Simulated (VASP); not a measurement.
Input of a VASP 6.6.1 run:

The input INCAR:

```
PREC = Accurate
ENCUT = 520
EDIFF = 1E-8
ISMEAR = -1
SIGMA = 0.02
LREAL = F
LASPH = T
NELM = 80
ALGO = Normal
ISIF = 2
LWAVE = F
LCHARG = F
LEFG = T
NBANDS = 11
```

File KPOINTS:

```
Automatic mesh
0
Gamma
  10 10 10
```

POSCAR

```
AlN
1.0
    0.0000000000      1.9613773654      1.9613773654
    1.9613773654      0.0000000000      1.9613773654
    1.9613773654      1.9613773654      0.0000000000
Al N
1 1
Direct
    0.0000000000      0.0000000000      0.0000000000
    0.5000000000      0.5000000000      0.5000000000
```

Potentials or basis: VASP PAW LDA potentials, release 64 (Al, N).

The run is started by

```bash
$ cat potpaw_LDA.64/Al/POTCAR potpaw_LDA.64/N/POTCAR > POTCAR
$ mpirun -np 1 vasp_std > vasp.out
```

Problem. Estimate the band gap on the k mesh.

Solution. 5.01 eV, indirect (least direct gap 7.15 eV).

Problem. What does it give for the pressure?

Solution. 22.0 GPa.

Caveat: without QUAD_EFG the Cq values of the log hold for a quadrupole moment of 1 mb, not for the nuclei. A k mesh can miss the band edges.
